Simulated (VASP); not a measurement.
Set up this calculation in VASP 6.6.1, as the native input.

| Property | Result |
| --- | --- |
| Task | relaxation of shape and atoms at fixed volume |
| Functional | PBEsol |
| Potentials or basis | VASP PAW PBE potentials, release 64 (Re, P) |
| Cutoff | 600 eV |
| k mesh | 12 × 12 × 6 |
| Occupations | gaussian, width 0.05 eV |
| Spin | no spin polarisation |
| Dipole correction | no |
| Further INCAR settings | ALGO = Normal; EDIFF = 1e-06; IBRION = 2; EDIFFG = -0.01; NSW = 60; ISIF = 4 |

The structure of ReP2 lies in POSCAR:

```
ReP2
1.0
    3.0685510453      0.0000000000      0.0000000000
   -1.5342755227      2.6574431580      0.0000000000
    0.0000000000      0.0000000000      5.1304125574
Re P
1 2
Direct
    0.0000000000      0.0000000000      0.0000000000
    0.3333333333      0.6666666667      0.3284640864
    0.6666666667      0.3333333333      0.6715359136
```

One way to write it, as run:

INCAR

```
ALGO = Normal
EDIFF = 1E-6
EDIFFG = -0.01
ENCUT = 600
GGA = PS
IBRION = 2
ISIF = 4
ISMEAR = 0
LASPH = True
LCHARG = False
LREAL = False
LWAVE = False
NELM = 80
NSW = 60
PREC = Accurate
SIGMA = 0.05
```

KPOINTS

```
k-points
0
Gamma
  12 12 6
```

Potentials or basis: VASP PAW PBE potentials, release 64 (Re, P).

The run is started by

```bash
$ cat potpaw_PBE.64/Re/POTCAR potpaw_PBE.64/P/POTCAR > POTCAR
$ mpirun -np 1 vasp_std > vasp.out
```

It gave:

| Item | Value |
| --- | --- |
| Energy gained by relaxing | 0.5 meV/atom |
| Ionic steps | 4 |
| Pressure after relaxing | -2.6 GPa |
| Largest force after relaxing | 0.004 eV/Å |
| Band gap on the k mesh | zero (an odd number of electrons rules out a gap without spin polarisation) |

Caveat: the PAW data sets were made with another functional, which shifts forces and pressure a little; spin-orbit coupling is left out, which moves the levels of the heavy elements.

Run time: 96 s on 1 thread of Intel(R) Xeon(R) Platinum 8559C (Emerald Rapids) (shared host), peak memory 0.22 GiB.
